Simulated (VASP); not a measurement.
# TiN (Fm-3m) in VASP: relaxation of cell and atoms with PBE+D3(BJ)

Aim: the relaxation of cell and atoms of TiN with PBE+D3(BJ).

Everything below comes from runs of VASP 6.6.1. Logs are shortened: lines on timing, memory, paths and dates and some standing lists are left out, and cuts for length are marked.

## Step 1: The cell of the first run

The structure is cubic, space group Fm-3m (No. 225). Conventional cell: a = 4.244 Å, b = 4.244 Å, c = 4.244 Å, α = 90.00°, β = 90.00°, γ = 90.00°. Ti (site symmetry m-3m) has 6 N at 2.12 Å within 2.8 Å. N (site symmetry m-3m) has 6 Ti at 2.12 Å within 2.8 Å.

## Step 2: Relaxation of cell and atoms, PBE+D3(BJ)

The input, INCAR:

```
ALGO     = Normal         # electronic algorithm
EDIFF    = 1E-6           # SCF threshold, eV
EDIFFG   = -0.005         # ionic threshold
ENCUT    = 600            # plane-wave cutoff, eV
GGA      = PE             # functional
IBRION   = 2              # ionic algorithm
ISIF     = 3              # what is computed and relaxed
ISMEAR   = 0              # smearing method
IVDW     = 12             # dispersion correction
LASPH    = T              # aspherical terms in the spheres
LCHARG   = F              # write CHGCAR
LREAL    = F              # projectors in reciprocal space
LWAVE    = F              # write WAVECAR
NELM     = 100            # most SCF steps
NSW      = 100            # ionic steps
PREC     = Accurate       # precision mode
SIGMA    = 0.1            # smearing width, eV
```

The input, KPOINTS:

```
k-points
0
Gamma
  18 18 18
```

The input, POSCAR:

```
TiN
1.0
    0.0000000000      2.1220000000      2.1220000000
    2.1220000000      0.0000000000      2.1220000000
    2.1220000000      2.1220000000      0.0000000000
Ti N
1 1
Direct
    0.0000000000      0.0000000000      0.0000000000
    0.5000000000      0.5000000000      0.5000000000
```

Potentials or basis: VASP PAW PBE potentials, release 64 (Ti_sv, N).

The run is started by

```console
cat potpaw_PBE.64/Ti_sv/POTCAR potpaw_PBE.64/N/POTCAR > POTCAR
mpirun -np 1 vasp_std > vasp.out
```

OUTCAR:

```text
EDIFF = 1E-6
   EDIFFG = -0.005
   ENCUT = 600
   GGA = PE
   IBRION = 2
   ISIF = 3
   ISMEAR = 0
   IVDW = 12
   LASPH = T
   LREAL = F
   NELM = 100
   NSW = 100
   PREC = Accurate
 IVDW          = 12

 ion  position               nearest neighbor table
   1  0.000  0.000  0.000-   2 2.12   2 2.12   2 2.12   2 2.12   2 2.12   2 2.12
   2  0.500  0.500  0.500-   1 2.12   1 2.12   1 2.12   1 2.12   1 2.12   1 2.12

  LATTYP: Found a face centered cubic cell.
 ALAT       =     4.2440000000

  Lattice vectors:

 A1 = (   0.0000000000,   2.1220000000,   2.1220000000)
 A2 = (   2.1220000000,   0.0000000000,   2.1220000000)
 A3 = (   2.1220000000,   2.1220000000,   0.0000000000)

Analysis of symmetry for initial positions (statically):
=====================================================================
 Subroutine PRICEL returns:
 Original cell was already a primitive cell.

 Routine SETGRP: Setting up the symmetry group for a
 face centered cubic supercell.

 Subroutine GETGRP returns: Found 48 space group operations
 (whereof 48 operations were pure point group operations)
 out of a pool of 48 trial point group operations.

The static configuration has the point symmetry O_h .

Analysis of symmetry for dynamics (positions and initial velocities):
=====================================================================
 Subroutine PRICEL returns:
 Original cell was already a primitive cell.

 Routine SETGRP: Setting up the symmetry group for a
 face centered cubic supercell.

 Subroutine GETGRP returns: Found 48 space group operations
 (whereof 48 operations were pure point group operations)
 out of a pool of 48 trial point group operations.

The dynamic configuration has the point symmetry O_h .

 Subroutine INISYM returns: Found 48 space group operations
 (whereof 48 operations are pure point group operations),
 and found     1 'primitive' translations

----------------------------------------------------------------------------------------

                                     Primitive cell

  volume of cell :      19.1102

  direct lattice vectors                    reciprocal lattice vectors
     0.000000000  2.122000000  2.122000000    -0.235626767  0.235626767  0.235626767
     2.122000000  0.000000000  2.122000000     0.235626767 -0.235626767  0.235626767
     2.122000000  2.122000000  0.000000000     0.235626767  0.235626767 -0.235626767

  length of vectors
     3.000961179  3.000961179  3.000961179     0.408117532  0.408117532  0.408117532

  position of ions in fractional coordinates (direct lattice)
     0.000000000  0.000000000  0.000000000
     0.500000000  0.500000000  0.500000000

  ion indices of the primitive-cell ions
   primitive index   ion index
                 1           1
                 2           2

----------------------------------------------------------------------------------------

 KPOINTS: k-points

Automatic generation of k-mesh.
 Grid dimensions read from file:
 generate k-points for:   18   18   18

 Generating k-lattice:

  Cartesian coordinates                     Fractional coordinates (reciprocal lattice)
    -0.013090376  0.013090376  0.013090376     0.055555556  0.000000000  0.000000000
     0.013090376 -0.013090376  0.013090376     0.000000000  0.055555556  0.000000000
     0.013090376  0.013090376 -0.013090376     0.000000000  0.000000000  0.055555556

  Length of vectors
     0.022673196  0.022673196  0.022673196

  Shift w.r.t. Gamma in fractional coordinates (k-lattice)
     0.000000000  0.000000000  0.000000000

 Subroutine IBZKPT returns following result:
 ===========================================

 Found    195 irreducible k-points:

 Following reciprocal coordinates:
            Coordinates               Weight
  0.000000  0.000000  0.000000      1.000000
  0.055556  0.000000  0.000000      8.000000
  0.111111  0.000000  0.000000      8.000000
  0.166667  0.000000  0.000000      8.000000
  0.222222  0.000000  0.000000      8.000000
  0.277778  0.000000  0.000000      8.000000
[... 16 lines left out ...]
 -0.277778  0.055556  0.000000     24.000000
 -0.222222  0.055556  0.000000     24.000000
 [... further k-points ...]
   k-points           NKPTS =    195   k-points in BZ     NKDIM =    195   number of bands    NBANDS=     12
   number of dos      NEDOS =    301   number of ions     NIONS =      2
   total plane-waves  NPLWV =  13824
   dimension x,y,z NGX =    24 NGY =   24 NGZ =   24
   dimension x,y,z NGXF=    48 NGYF=   48 NGZF=   48
   ions per type =               1   1
   NGX,Y,Z   is equivalent  to a cutoff of  13.30, 13.30, 13.30 a.u.
   NGXF,Y,Z  is equivalent  to a cutoff of  26.59, 26.59, 26.59 a.u.
 SYSTEM =  unknown system
   PREC   = accura    normal or accurate (medium, high low for compatibility)
   ISTART =      0    job   : 0-new  1-cont  2-samecut
   ICHARG =      2    charge: 1-file 2-atom 10-const
   ISPIN  =      1    spin polarized calculation?
   LNONCOLLINEAR =      F non collinear calculations
   LSORBIT =      F    spin-orbit coupling
   LASPH  =      T    aspherical Exc in radial PAW
   ENCUT  =  600.0 eV  44.10 Ry    6.64 a.u.   5.99  5.99  5.99*2*pi/ulx,y,z
   NELM   =    100;   NELMIN=  2; NELMDL= -5     # of ELM steps
   EDIFF  = 0.1E-05   stopping-criterion for ELM
   LREAL  =      F    real-space projection
   EDIFFG = -.5E-02   stopping-criterion for IOM
   NSW    =    100    number of steps for IOM
   IBRION =      2    ionic relax: 0-MD 1-quasi-New 2-CG
   NFREE  =      1    steps in history (QN), initial steepest desc. (CG)
   ISIF   =      3    stress and relaxation
   ISYM   =      2    0-nonsym 1-usesym 2-fastsym
   POTIM  = 0.5000    time-step for ionic-motion
   TEBEG  =    0.0;   TEEND  =   0.0 temperature during run
   PSTRESS=    0.0 pullay stress
   NELECT =      17.0000    total number of electrons
   NUPDOWN=      -1.0000    fix difference up-down
   EMIN   =  10.00;   EMAX   =-10.00  energy-range for DOS
   EFERMI =   0.00;   METHOD = LEGACY
   ISMEAR =     0;   SIGMA  =   0.10  broadening in eV -4-tet -1-fermi 0-gaus
   EFERMI_NEDOS =   21; number of points for ismear=-14 and -15
   IALGO  =     38    algorithm
   IMIX   =      4    mixing-type and parameters
     AMIX     =   0.40;   BMIX     =  1.00
     AMIX_MAG =   1.60;   BMIX_MAG =  1.00
  volume/ion in A,a.u.               =       9.56        64.48
  Fermi-wavevector in a.u.,A,eV,Ry     =   1.574475  2.975326 33.728454  2.478971
  Thomas-Fermi vector in A             =   2.675604
   LORBIT       =      0    0 simple, 1 ext, 2 COOP (PROOUT), +10 PAW based schemes
   GGA     = PE    functional components
   LHFCALC =     F    Hartree Fock is set to
   AEXX    =    0.0000 exact exchange contribution
   IVDW    =    12    specifies the selected vdW correction
   LEPSILON=     F    determine dielectric tensor
   LRPA    =     F    only Hartree local field effects (RPA)
 conjugate gradient relaxation of ions
 non-spin polarized calculation
 Gauss-broadening in eV      SIGMA  =   0.10
  energy-cutoff  :      600.00
  volume of cell :       19.11
 maximum number of plane-waves:       650
   NGX = 11   NGY = 11   NGZ = 11

--------------------------------------- Ionic step        1  -------------------------------------------

 number of electron      17.0000002 magnetization

 Free energy of the ion-electron system (eV)
  ---------------------------------------------------
  ext. energy  EPLUGINS =         0.00000000
  ---------------------------------------------------
  free energy    TOTEN  =       -19.63968841 eV

  energy without entropy =      -19.63542477  energy(sigma->0) =      -19.63755659

------------------------ aborting loop because EDIFF is reached ----------------------------------------

 Edisp (eV)   -0.93454

 E8    (eV) :    -0.3944

  FORCE on cell =-STRESS in cart. coord.  units (eV):
  Direction    XX          YY          ZZ          XY          YZ          ZX
  --------------------------------------------------------------------------------------
  -------------------------------------------------------------------------------------
  Total      -0.86854    -0.86854    -0.86854    -0.00000     0.00000     0.00000
  in kB     -72.81722   -72.81722   -72.81722    -0.00000     0.00000     0.00000
  external pressure =      -72.82 kB  Pullay stress =        0.00 kB
[... 61 lines left out ...]
  energy  without entropy=      -20.5571032458  energy(sigma->0) =      -20.55903320

--------------------------------------- Ionic step        3  -------------------------------------------

 number of electron      16.9999999 magnetization

 Free energy of the ion-electron system (eV)
  ---------------------------------------------------
  ext. energy  EPLUGINS =         0.00000000
  ---------------------------------------------------
  free energy    TOTEN  =       -19.62550918 eV

  energy without entropy =      -19.62141522  energy(sigma->0) =      -19.62346220

 E-fermi :  11.7843     XC(G=0): -13.1548

 val. band max:       11.7511910676   @ k =  -0.1667   0.1111   0.0000
 cond. band min:      11.7903740526   @ k =   0.1111   0.0556   0.0000
 fundamental gap:      0.0391829850
 Fermi energy:        11.7842981363

 k-point     1 :       0.0000    0.0000    0.0000
  band No.  band energies     occupation
      1     -46.0534      2.00000
      2     -22.0150      2.00000
      3     -22.0150      2.00000
      4     -22.0150      2.00000
      5      -5.4719      2.00000
      6       9.7044      2.00000
      7       9.7044      2.00000
      8       9.7044      2.00000
      9      11.1457      2.00000
     10      11.1457      2.00000
     11      11.1457      2.00000
     12      12.3821      0.00000
[... 331 lines left out ...]
 k-point    24 :      -0.2222    0.0556    0.0000
  band No.  band energies     occupation
      1     -46.0008      2.00000
      2     -22.3574      2.00000
      3     -22.0671      2.00000
      4     -22.0345      2.00000
      5      -4.3904      2.00000
      6       6.2157      2.00000
      7       7.2773      2.00000
      8       7.5997      2.00000
      9      12.0246      0.00068
     10      12.2424      0.00000
     11      12.7433      0.00000
     12      14.8157      0.00000

 [... further k-points ...]

------------------------ aborting loop because EDIFF is reached ----------------------------------------

 Edisp (eV)   -0.96010

 E8    (eV) :    -0.4054

  FORCE on cell =-STRESS in cart. coord.  units (eV):
  Direction    XX          YY          ZZ          XY          YZ          ZX
  --------------------------------------------------------------------------------------
  -------------------------------------------------------------------------------------
  Total      -0.00079    -0.00079    -0.00079     0.00000     0.00000     0.00000
  in kB      -0.06803    -0.06803    -0.06803     0.00000     0.00000     0.00000
  external pressure =       -0.07 kB  Pullay stress =        0.00 kB
[... 17 lines left out ...]
  FREE ENERGIE OF THE ION-ELECTRON SYSTEM (eV)
  ---------------------------------------------------
  free  energy   TOTEN  =       -20.5856111902 eV

  energy  without entropy=      -20.5815172349  energy(sigma->0) =      -20.58356421

 reached required accuracy - stopping structural energy minimisation
```

Wall time 40 s (1 thread of Intel Xeon 6975P-C (Granite Rapids), shared host); peak memory 0.2 GiB.

Results:

* Free energy: -20.5856 eV
* Relaxed volume: 9.31 Å³/atom
* Relaxed cell: a = 2.975 Å, b = 2.975 Å, c = 2.975 Å, α = 60.00°, β = 60.00°, γ = 60.00°
* Space group after relaxing (to 0.1 Å): Fm-3m (No. 225)
* Energy gained by relaxing: 5.7 meV/atom
* Ionic steps: 3
* Pressure after relaxing: 0.0 GPa
* Band gap on the k mesh: zero (an odd number of electrons rules out a gap without spin polarisation)
* Dispersion energy per atom: -0.480 eV

Step by step:
```csv
step,energy change (eV),largest force (eV/Å),pressure (GPa),volume (Å³)
1,0.0000,0.0000,-7.28,19.11
2,0.0133,0.0000,12.03,17.93
3,-0.0114,0.0000,-0.01,18.62
```

Final structure:
```xyz
2
Lattice="0.0000 2.1038 2.1038 2.1038 0.0000 2.1038 2.1038 2.1038 0.0000" Properties=species:S:1:pos:R:3 pbc="T T T"
Ti    0.0000    0.0000    0.0000
N     2.1038    2.1038    2.1038
```

Levels at points of the mesh, in eV from the Fermi level:
```csv
k point,band 7,band 8,band 9,band 10,band 11,band 12
"(0.00, 0.00, 0.00)",-2.08,-2.08,-0.64,-0.64,-0.64,0.60
"(0.50, 0.00, 0.00)",-5.61,-5.61,1.75,1.75,2.44,5.92
"(0.50, 0.50, 0.00)",-3.27,-3.27,-3.17,1.70,2.47,2.47
```
